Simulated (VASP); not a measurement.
K2S: single point with r2SCAN

K2S:

```
K S
1.0
     3.60284    3.60284    0.00000
    -3.60284    3.60284    0.00000
     0.00000    3.60284    3.60284
K S
2 1
Cartesian
  -1.8014 5.4043 1.8014
  1.8014 5.4043 1.8014
  0.0000 0.0000 0.0000
```

```json
{"Program": "VASP 6.6.1", "Task": "single point", "Functional": "r2SCAN", "Potentials or basis": "VASP PAW PBE potentials, release 64 (K_sv, S)", "Cutoff": "550 eV", "k mesh": "6 × 6 × 6", "Occupations": "gaussian, width 0.01 eV", "Spin": "no spin polarisation", "Dipole correction": "no", "Further INCAR settings": "ALGO = Normal; EDIFF = 1e-06; NBANDS = 19"}
```

The pressure is 2.0 GPa and the band gap on the k mesh is 2.97 eV (least direct gap 3.25 eV).

Levels at points of the mesh, in eV from the valence-band top:
| k point | band 9 | band 10 | band 11 | band 12 | band 13 | band 14 | band 15 | band 16 |
| --- | --- | --- | --- | --- | --- | --- | --- | --- |
| (0.00, 0.00, 0.00) | -10.12 | -0.28 | -0.28 | -0.28 | 2.97 | 5.95 | 5.95 | 8.29 |
| (0.50, 0.00, 0.00) | -9.84 | -0.65 | -0.11 | -0.11 | 5.10 | 6.01 | 6.37 | 6.37 |
| (0.50, 0.50, 0.00) | -9.78 | -0.80 | 0.00 | 0.00 | 3.73 | 6.05 | 7.29 | 7.62 |

It took 91 s on 1 thread of AMD EPYC 9R45 96-Core Processor (Zen 5), on a shared host, peak memory 0.23 GiB.

Caveat: the PAW data sets were made with another functional, which shifts forces and pressure a little. r2SCAN opens gaps a little over a GGA but as a rule still falls short of measured ones.
